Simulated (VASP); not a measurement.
Runs of VASP 6.6.1 on Si2Ni. It takes space group Fm-3m (No. 225, cubic). The conventional cell has a = 5.654 Å, b = 5.654 Å, c = 5.654 Å, α = 90.00°, β = 90.00°, γ = 90.00°. Within 3.2 Å of Si (site symmetry -43m) lie 4 Ni at 2.45 Å and 6 Si at 2.83 Å. Within 3.2 Å of Ni (site symmetry m-3m) lie 8 Si at 2.45 Å. 

```tsv
fixed moment (μB)	pressure (GPa)	moment (μB)
0.25	(a)	0.25
0.875	-16.6	0.88
0.75	-17.2	0.75
0.5	-18.2	0.50
```

Alike in all rows: task single point; level LDA; potentials or basis VASP PAW LDA potentials, release 64 (Si, Ni); spin collinear, ferromagnetic start; cell as given; k mesh 14 × 14 × 14; cutoff (eV) 520; smearing gaussian 0.15 eV.

Task: Estimate the missing entries.

Result: (a) -18.6.

Caveats: the cell stands under tension; the total moment is fixed, so each spin has its own Fermi level and the state may be an excited one.
